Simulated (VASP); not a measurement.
# LiSnBAu in VASP: single point with PBEsol

Aim: the single point of LiSnBAu with PBEsol.

All numbers are computed with VASP 6.6.1; they aren't measurements. Logs are shortened: lines on timing, memory, paths and dates and some standing lists are left out, and cuts for length are marked.

## 1. The cell of the first run

The cell holds a disordered packing, 8 atoms: a = 5.855 Å, b = 5.358 Å, c = 4.380 Å, α = 98.56°, β = 101.16°, γ = 84.02°.

## 2. Single point, PBEsol

File POSCAR:

```
LiSnBAu
1.0
    5.8095510000     -0.3405710000     -0.6401640000
    0.8616970000      5.2868930000     -0.0996520000
   -0.4069870000     -0.5129710000      4.3304530000
B Li Sn Au
2 2 2 2
Direct
    0.6239110000      0.5117190000      0.5069350000
    0.0191050000      0.6871260000      0.8076640000
    0.6283760000      0.2015640000      0.0815550000
    0.2494990000      0.8570960000      0.4681850000
    0.6887880000      0.9411070000      0.5476840000
    0.0666370000      0.1246330000      0.9402500000
    0.9255730000      0.5544060000      0.2529390000
    0.3061950000      0.3828070000      0.6453280000
```

File INCAR.step1:

```
SYSTEM = LiSnBAu
  PREC = Accurate
  ENCUT = 520
  EDIFF = 1E-7
  ISMEAR = -1
  SIGMA = 0.1
  LREAL = .FALSE.
  LASPH = .TRUE.
  NELM = 100
  ALGO = Normal
  ISIF = 2
  LWAVE = .FALSE.
  LCHARG = .TRUE.
  LMAXMIX = 4
  GGA = PS
  NBANDS = 41
```

File KPOINTS.step1:

```
Automatic mesh
0
Gamma
  3 4 4
  0 0 0.5
```

File INCAR.step2:

```
SYSTEM = LiSnBAu
  PREC = Accurate
  ENCUT = 520
  EDIFF = 1E-7
  ISMEAR = -5
  SIGMA = 0.1
  LREAL = .FALSE.
  LASPH = .TRUE.
  NELM = 100
  ALGO = Normal
  ISIF = 2
  LWAVE = .FALSE.
  LCHARG = .FALSE.
  LMAXMIX = 4
  GGA = PS
  LORBIT = 10
  NEDOS = 1001
  ICHARG = 11
```

File KPOINTS.step2:

```
Automatic mesh
0
G
  5 6 6
  0 0 0
```

Potentials or basis: VASP PAW PBE potentials, release 64 (B, Li_sv, Sn_d, Au).

The run is started by

```bash
$ cat potpaw_PBE.64/B/POTCAR potpaw_PBE.64/Li_sv/POTCAR potpaw_PBE.64/Sn_d/POTCAR potpaw_PBE.64/Au/POTCAR > POTCAR
$ cp INCAR.step1 INCAR
$ cp KPOINTS.step1 KPOINTS
$ mpirun -np 1 vasp_std > vasp.out
$ cp INCAR.step2 INCAR
$ cp KPOINTS.step2 KPOINTS
$ mpirun -np 1 vasp_std > vasp.out
```

OUTCAR:

```text
SYSTEM = LiSnBAu
   PREC = Accurate
   ENCUT = 520
   EDIFF = 1E-7
   ISMEAR = -5
   LREAL = .FALSE.
   LASPH = .TRUE.
   NELM = 100
   ISIF = 2
   GGA = PS
   LORBIT = 10
   ICHARG = 11

 ion  position               nearest neighbor table
   1  0.624  0.512  0.507-   8 2.27   3 2.31   7 2.31   5 2.35
   2  0.019  0.687  0.808-   7 2.35   8 2.35   6 2.36   7 2.40   5 2.44
   3  0.628  0.202  0.082-   1 2.31   5 2.59   5 2.60   7 2.63   8 2.63   6 2.73
   4  0.249  0.857  0.468-   7 2.57   5 2.61   6 2.67   8 2.74   8 2.84   6 2.87
   5  0.689  0.941  0.548-   1 2.35   2 2.44   3 2.59   3 2.60   4 2.61   7 2.68   6 2.70   8 3.12

   6  0.067  0.125  0.940-   2 2.36   7 2.64   4 2.67   8 2.68   5 2.70   3 2.73   4 2.87   8 3.30

   7  0.926  0.554  0.253-   1 2.31   2 2.35   2 2.40   4 2.57   3 2.63   6 2.64   5 2.68   8 2.71

   8  0.306  0.383  0.645-   1 2.27   2 2.35   3 2.63   6 2.68   7 2.71   4 2.74   4 2.84   5 3.12
                             6 3.30

  LATTYP: Found a triclinic cell.
 ALAT       =     4.3796804507
 B/A-ratio  =     1.5065174942
 C/A-ratio  =     1.2232815892
 COS(alpha) =     0.0063637556
 COS(beta)  =     0.1489169039
 COS(gamma) =     0.4920748428

  Lattice vectors:

 A1 = (   0.4069870000,   0.5129710000,  -4.3304530000)
 A2 = (  -5.4025640000,   0.8535420000,  -3.6902890000)
 A3 = (   0.8616970000,   5.2868930000,  -0.0996520000)

Analysis of symmetry for initial positions (statically):
=====================================================================
 Subroutine PRICEL returns:
 Original cell was already a primitive cell.

 Routine SETGRP: Setting up the symmetry group for a
 triclinic supercell.

 Subroutine GETGRP returns: Found  1 space group operations
 (whereof  1 operations were pure point group operations)
 out of a pool of  2 trial point group operations.

The static configuration has the point symmetry C_1 .

Analysis of symmetry for dynamics (positions and initial velocities):
=====================================================================
 Subroutine PRICEL returns:
 Original cell was already a primitive cell.

 Routine SETGRP: Setting up the symmetry group for a
 triclinic supercell.

 Subroutine GETGRP returns: Found  1 space group operations
 (whereof  1 operations were pure point group operations)
 out of a pool of  2 trial point group operations.

The dynamic configuration has the point symmetry C_1 .

 Subroutine INISYM returns: Found  1 space group operations
 (whereof  1 operations are pure point group operations),
 and found     1 'primitive' translations

----------------------------------------------------------------------------------------

                                     Primitive cell

  volume of cell :     132.8732

  direct lattice vectors                    reciprocal lattice vectors
     5.809551000 -0.340571000 -0.640164000     0.171919739 -0.027778226  0.012866939
     0.861697000  5.286893000 -0.099652000     0.013570927  0.187377531  0.023471547
    -0.406987000 -0.512971000  4.330453000     0.025726915  0.000205504  0.233364948

  length of vectors
     5.854629055  5.357582462  4.379680451     0.174624124  0.189328875  0.234778864

  position of ions in fractional coordinates (direct lattice)
     0.623911000  0.511719000  0.506935000
     0.019105000  0.687126000  0.807664000
     0.628376000  0.201564000  0.081555000
     0.249499000  0.857096000  0.468185000
     0.688788000  0.941107000  0.547684000
     0.066637000  0.124633000  0.940250000
     0.925573000  0.554406000  0.252939000
     0.306195000  0.382807000  0.645328000

  ion indices of the primitive-cell ions
   primitive index   ion index
                 1           1
                 2           2
                 3           3
                 4           4
                 5           5
                 6           6
                 7           7
                 8           8

----------------------------------------------------------------------------------------

 KPOINTS: Automatic mesh

Automatic generation of k-mesh.
 Grid dimensions read from file:
 generate k-points for:    5    6    6

 Generating k-lattice:

  Cartesian coordinates                     Fractional coordinates (reciprocal lattice)
     0.034383948 -0.005555645  0.002573388     0.200000000  0.000000000  0.000000000
     0.002261821  0.031229589  0.003911924     0.000000000  0.166666667  0.000000000
     0.004287819  0.000034251  0.038894158     0.000000000  0.000000000  0.166666667

  Length of vectors
     0.034924825  0.031554812  0.039129811

  Shift w.r.t. Gamma in fractional coordinates (k-lattice)
     0.000000000  0.000000000  0.000000000

 TETIRR: Found    540 inequivalent tetrahedra from     1080

 Subroutine IBZKPT returns following result:
 ===========================================

 Found     92 irreducible k-points:

 Following reciprocal coordinates:
            Coordinates               Weight
  0.000000  0.000000  0.000000      1.000000
  0.200000 -0.000000  0.000000      2.000000
  0.400000 -0.000000 -0.000000      2.000000
  0.000000  0.166667  0.000000      2.000000
  0.200000  0.166667 -0.000000      2.000000
  0.400000  0.166667 -0.000000      2.000000
[... 16 lines left out ...]
  0.200000  0.166667  0.166667      2.000000
  0.400000  0.166667  0.166667      2.000000
 [... further k-points ...]
   k-points           NKPTS =     92   k-points in BZ     NKDIM =     92   number of bands    NBANDS=     37
   number of dos      NEDOS =   1001   number of ions     NIONS =      8
   total plane-waves  NPLWV =  69120
   dimension x,y,z NGX =    48 NGY =   40 NGZ =   36
   dimension x,y,z NGXF=    96 NGYF=   80 NGZF=   72
   ions per type =               2   2   2   2
   NGX,Y,Z   is equivalent  to a cutoff of  13.63, 12.41, 13.67 a.u.
   NGXF,Y,Z  is equivalent  to a cutoff of  27.26, 24.82, 27.33 a.u.
 SYSTEM =  LiSnBAu
   PREC   = accura    normal or accurate (medium, high low for compatibility)
   ISTART =      0    job   : 0-new  1-cont  2-samecut
   ICHARG =     11    charge: 1-file 2-atom 10-const
   ISPIN  =      1    spin polarized calculation?
   LNONCOLLINEAR =      F non collinear calculations
   LSORBIT =      F    spin-orbit coupling
   LASPH  =      T    aspherical Exc in radial PAW
   ENCUT  =  520.0 eV  38.22 Ry    6.18 a.u.  10.89  9.96  8.14*2*pi/ulx,y,z
   NELM   =    100;   NELMIN=  2; NELMDL=  0     # of ELM steps
   EDIFF  = 0.1E-06   stopping-criterion for ELM
   LREAL  =      F    real-space projection
   EDIFFG = 0.1E-05   stopping-criterion for IOM
   NSW    =      0    number of steps for IOM
   IBRION =     -1    ionic relax: 0-MD 1-quasi-New 2-CG
   NFREE  =      0    steps in history (QN), initial steepest desc. (CG)
   ISIF   =      2    stress and relaxation
   ISYM   =      2    0-nonsym 1-usesym 2-fastsym
   POTIM  = 0.5000    time-step for ionic-motion
   TEBEG  =    0.0;   TEEND  =   0.0 temperature during run
   PSTRESS=    0.0 pullay stress
   NELECT =      62.0000    total number of electrons
   NUPDOWN=      -1.0000    fix difference up-down
   EMIN   =  10.00;   EMAX   =-10.00  energy-range for DOS
   EFERMI =   0.00;   METHOD = LEGACY
   ISMEAR =    -5;   SIGMA  =   0.10  broadening in eV -4-tet -1-fermi 0-gaus
   EFERMI_NEDOS =   21; number of points for ismear=-14 and -15
   IALGO  =     38    algorithm
   IMIX   =      4    mixing-type and parameters
     AMIX     =   0.40;   BMIX     =  1.00
     AMIX_MAG =   1.60;   BMIX_MAG =  1.00
  volume/ion in A,a.u.               =      16.61       112.08
  Fermi-wavevector in a.u.,A,eV,Ry     =   1.269774  2.399524 21.937012  1.612325
  Thomas-Fermi vector in A             =   2.402797
   LORBIT       =     10    0 simple, 1 ext, 2 COOP (PROOUT), +10 PAW based schemes
   GGA     = PS    functional components
   LHFCALC =     F    Hartree Fock is set to
   AEXX    =    0.0000 exact exchange contribution
   IVDW    =     0    specifies the selected vdW correction
   LEPSILON=     F    determine dielectric tensor
   LRPA    =     F    only Hartree local field effects (RPA)
 non-spin polarized calculation
 Fermi weights with tetrahedron method with Bloechl corrections
  energy-cutoff  :      520.00
  volume of cell :      132.87
 maximum number of plane-waves:      3601
 NGX is ok and might be reduce to    48

 number of electron      61.9999996 magnetization

 Free energy of the ion-electron system (eV)
  ---------------------------------------------------
  ext. energy  EPLUGINS =         0.00000000
  ---------------------------------------------------
  free energy    TOTEN  =       -30.69128792 eV

  energy without entropy =      -30.69128792  energy(sigma->0) =      -30.69128792

 E-fermi :   6.6594     XC(G=0): -10.6217

 val. band max:        6.8114973028   @ k =   0.4000   0.5000   0.5000
 cond. band min:       6.4853211354   @ k =  -0.2000   0.1667  -0.0000
 fundamental gap:     -0.3261761674
 Fermi energy:         6.6594037451

 k-point     1 :       0.0000    0.0000    0.0000
  band No.  band energies     occupation
      1     -38.8823      2.00000
      2     -38.7229      2.00000
      3     -14.9987      2.00000
      4     -14.8431      2.00000
      5     -14.8197      2.00000
      6     -14.7435      2.00000
[... 29 lines left out ...]
     36      10.0861      0.00000
     37      10.7102      0.00000
[... 918 lines left out ...]
     36       9.8825      0.00000
     37      10.1931      0.00000

 [... further k-points ...]

------------------------ aborting loop because EDIFF is reached ----------------------------------------

  FORCE on cell =-STRESS in cart. coord.  units (eV):
  Direction    XX          YY          ZZ          XY          YZ          ZX
  --------------------------------------------------------------------------------------
  -------------------------------------------------------------------------------------
  Total        3.1728699      2.4906254      3.0845198     -2.1214063      1.8715684      2.7190863
  in kB       38.2582858     30.0318201     37.1929657    -25.5797970     22.5672663     32.7865892
  external PRESSURE =      35.1610239 kB  Pullay stress =       0.0000000 kB

 VOLUME and BASIS-vectors are now :
 -----------------------------------------------------------------------------
  energy-cutoff  :      520.00
  volume of cell :      132.87
      direct lattice vectors                 reciprocal lattice vectors
     5.809551000 -0.340571000 -0.640164000     0.171919739 -0.027778226  0.012866939
     0.861697000  5.286893000 -0.099652000     0.013570927  0.187377531  0.023471547
    -0.406987000 -0.512971000  4.330453000     0.025726915  0.000205504  0.233364948

 POSITION                                       TOTAL-FORCE (eV/Angst)
 -----------------------------------------------------------------------------------
      3.85927      2.23287      1.74486        -0.074786      0.307044      0.720101
      0.37438      3.21195      3.41685        -0.016869     -1.324137      0.661820
      3.79108      0.80981     -0.06918        -0.521237      0.565414      0.093977
      1.99749      4.20624      1.78232        -0.001514     -0.355082     -0.232320
      4.58960      4.46000      1.83700        -1.214126      0.128212     -0.640154
      0.11186      0.15391      4.01663         1.346396      0.053804      0.709337
      5.75195      2.48611      0.44757        -0.899335      0.430335     -1.034720
      1.84608      1.58854      2.56040         1.381471      0.194410     -0.278041
 -----------------------------------------------------------------------------------
    total drift:                                0.003465     -0.009438      0.021621

  FREE ENERGIE OF THE ION-ELECTRON SYSTEM (eV)
  ---------------------------------------------------
  free  energy   TOTEN  =       -30.6912879247 eV

  energy  without entropy=      -30.6912879247  energy(sigma->0) =      -30.69128792

 total charge

# of ion       s       p       d       tot
------------------------------------------
    1        0.736   0.795   0.000   1.531
    2        0.692   0.874   0.000   1.566
    3        2.032   0.089   0.000   2.121
    4        2.026   0.077   0.000   2.103
    5        1.196   1.288  10.026  12.511
    6        1.172   1.245  10.034  12.450
    7        0.679   0.515   8.640   9.834
    8        0.688   0.420   8.643   9.751
--------------------------------------------------
tot          9.221   5.303  37.344  51.868
```

Wall time 6.8 min (1 thread of AMD EPYC 7R13, shared host); peak memory 0.51 GiB.

What came out:

```yaml
Valence_electrons_inside_the_program's_atomic_spheres: B 1.53, 1.57; Li 2.12, 2.10; Sn 12.51, 12.45; Au 9.83, 9.75
```

Caveat: the k points lie up to 0.37 Å⁻¹ apart; the cutoff is under 1.25 times the usual one of these potentials, so pressure, stress and relaxed cells hold a basis-set (Pulay) error; the PAW data sets were made with another functional, which shifts forces and pressure a little; spin-orbit coupling is left out, which moves the levels of the heavy elements.
